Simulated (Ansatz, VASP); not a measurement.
## One calculation of SrCl2, two programs

Contents of POSCAR:

```
SrCl2
1.0
   -0.2614125000      3.4855000000      3.4855000000
    3.2240875000      0.0000000000      3.2240875000
    3.4855000000      3.4855000000     -0.2614125000
Sr Cl
1 2
Direct
    0.0000000000      0.0000000000      0.0000000000
    0.2500000000      0.2500000000      0.2500000000
    0.7500000000      0.7500000000      0.7500000000
```

Contents of INCAR.step1:

```
PREC = Accurate
ENCUT = 520
ISMEAR = 0
SIGMA = 0.05
LREAL = F
LASPH = T
NELM = 80
NBANDS = 19
GGA = PE
ALGO = Normal
EDIFF = 1E-4
LWAVE = T
LCHARG = F
```

The input INCAR.step2:

```
PREC = Accurate
ENCUT = 520
EDIFF = 1E-6
ISMEAR = 0
SIGMA = 0.05
LREAL = F
LASPH = T
NELM = 80
ALGO = Normal
ISIF = 2
LWAVE = F
LCHARG = F
METAGGA = R2SCAN
LMIXTAU = T
NBANDS = 19
ISTART = 1
```

File KPOINTS:

```
Automatic mesh
0
Gamma
  6 6 6
```

Input for Ansatz:

```yaml
crystal:
  lattice:
    - [-0.2614125, 3.4855, 3.4855]
    - [3.2240875, 0.0, 3.2240875]
    - [3.4855, 3.4855, -0.2614125]
  atoms:
    - { symbol: Sr, position: [0.0, 0.0, 0.0] }
    - { symbol: Cl, position: [0.25, 0.25, 0.25] }
    - { symbol: Cl, position: [0.75, 0.75, 0.75] }
basis:
  ecutwfc: 500
kpoints:
  mp_grid: { grid: [6, 6, 6] }
hamiltonian:
  xc: r2scan
scf:
  occupations: { method: gaussian, width: 0.05 }
output:
  forces: true
  stress: true
  eigenvalues: true
```

Change from the starting cell: strain -0.1500 x Voigt [0, 0, 0, 0, 1, 0], atoms carried along.

Alike in both runs: task single point; functional r2SCAN; k mesh 6 × 6 × 6; occupations gaussian, width 0.05 eV; no spin polarisation.

|  | VASP | Ansatz |
| --- | --- | --- |
| version | VASP 6.6.1 | Ansatz 0.2.0 |
| potentials or method | VASP PAW PBE potentials, release 64 (Sr_sv, Cl), cutoff 520 eV | scalar-relativistic, plane waves, PAW |
| valence electrons in the cell | 24 | 24 |

```tsv
	VASP	Ansatz	Ansatz less VASP
gap on the k mesh at the Fermi level (eV)	6.01	6.01	+0.003
least direct gap on the mesh (eV)	6.08	6.08	0.000
pressure (GPa)	1.6	1.5	-0.06
traceless stress, the component that is largest in VASP (GPa)	2.67	2.61	-0.059
rms of the force components (eV/Å)	0.214	0.207	-0.0065
```

VASP's potentials were made for PBE, not for r2SCAN. Atom by atom the forces differ by 0.007 eV/Å (rms over components). With one functional, cell and mesh, what is left measures potentials, basis and numerics.
